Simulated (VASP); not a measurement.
Input of a VASP 6.6.1 run:

The input INCAR:

```
SYSTEM = Ta2H
  PREC = Accurate
  ENCUT = 520
  EDIFF = 1E-7
  ISMEAR = 0
  SIGMA = 0.1
  LREAL = .False.
  LASPH = .True.
  NELM = 60
  ALGO = Normal
  ISIF = 2
  LWAVE = .False.
  LCHARG = .False.
  GGA = PS
  NBANDS = 18
```

Contents of KPOINTS:

```
Automatic mesh
0
Gamma
  12 12 12
  0 0 0
```

POSCAR

```
Ta2H
1.0
    3.4248768892      0.0000000000      0.0000000000
    0.0000000000      3.4248768892      0.0000000000
    0.0000000000      0.0000000000      3.6677455744
Ta H
2 1
Direct
    0.5000000000      0.0000000000      0.7951952641
    0.0000000000      0.5000000000      0.2048047359
    0.0000000000      0.0000000000      0.0000000000
```

Potentials or basis: VASP PAW PBE potentials, release 64 (Ta_pv, H).

Run with:

```bash
$ cat potpaw_PBE.64/Ta_pv/POTCAR potpaw_PBE.64/H/POTCAR > POTCAR
$ mpirun -np 1 vasp_std > vasp.out
```

(1) What does it give for the largest force?

(2) What does it give for the pressure?

Results:

(1) 2.369 eV/Å.

(2) -12.0 GPa.

Caveat: the cell differs from its parent crystal (strained); the PAW data sets were made with another functional, which shifts forces and pressure a little.
